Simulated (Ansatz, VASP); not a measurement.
One calculation of Zn, two programs

```
CELL_PARAMETERS angstrom
0.00000 2.35685 2.35685
2.35685 0.00000 2.35685
2.35685 2.35685 0.00000
ATOMIC_POSITIONS crystal
Zn 0.87500 0.87500 0.87500
Zn 0.12500 0.12500 0.12500
```

Change from the starting cell: volume scaled by 0.58, LAPW.

Alike in both runs: task single point; functional PBEsol; k mesh 13 × 13 × 13; occupations fermi-dirac, width 0.05 eV; no spin polarisation.

|  | VASP | Ansatz |
| --- | --- | --- |
| version | VASP 6.6.1 | Ansatz 0.2.0 |
| potentials or method | VASP PAW PBE potentials, release 64 (Zn), cutoff 520 eV | all-electron LAPW, scalar-relativistic |

Ansatz gave:

| Item | Value |
| --- | --- |
| pressure (GPa) | 75.6 |

Task: Which values does VASP return?

Result: Pressure (GPa): 77.3.

VASP's potentials were made for PBE, not for PBEsol. Both programs put the cell under a high pressure, so it lies far from rest at this level. Ansatz ran all-electron here, and VASP with PAW potentials.

Noted on VASP's run: the cell as given lies far from equilibrium.
